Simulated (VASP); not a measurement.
MnS:

```
CELL_PARAMETERS angstrom
0.00000 2.61225 2.61225
5.22450 2.61225 2.61225
5.22450 5.22450 0.00000
ATOMIC_POSITIONS crystal
Mn 0.00000 0.00000 0.00000
Mn 0.00000 0.00000 0.50000
S 0.50000 0.50000 0.00000
S 0.50000 0.50000 0.50000
```

Base run:

```yaml
Program: VASP 6.6.1
Functional: PBEsol
Potentials_or_basis: VASP PAW PBE potentials, release 64 (Mn_pv, S)
Cutoff: 520 eV
k_mesh: 6 × 6 × 6
Occupations: gaussian, width 0.05 eV
Spin: collinear spin, ferromagnetic start
Starting_moments: "[4.92, 4.92, 0.15, 0.15] μB"
Hubbard_terms: Mn d U = 4.0 eV, J = 0.9 eV
```

Its results: band gap on the k mesh 0.19 eV; pressure -1.0 GPa.

Task: The run is repeated on the same cell with these changes: spin from collinear spin, ferromagnetic start to no spin polarisation; further incar settings from ALGO = Normal; EDIFF = 1e-06; NBANDS = 31 to ALGO = Normal; EDIFF = 1e-06; NBANDS = 27. What comes out?

Result: Band gap on the k mesh zero (bands 19 and 20 overlap by 0.24 eV); pressure -21.4 GPa.

Caveats: the PAW data sets were made with another functional, which shifts forces and pressure a little; semilocal functionals underestimate gaps, and a narrow one can read as zero (at least some runs); the run started ferromagnetic, and an antiferromagnetic order may lie lower in energy (at least some runs); the cell stands under tension (at least some runs); U without spin polarisation on a metal has little footing (at least some runs).

A k mesh can miss the band edges.
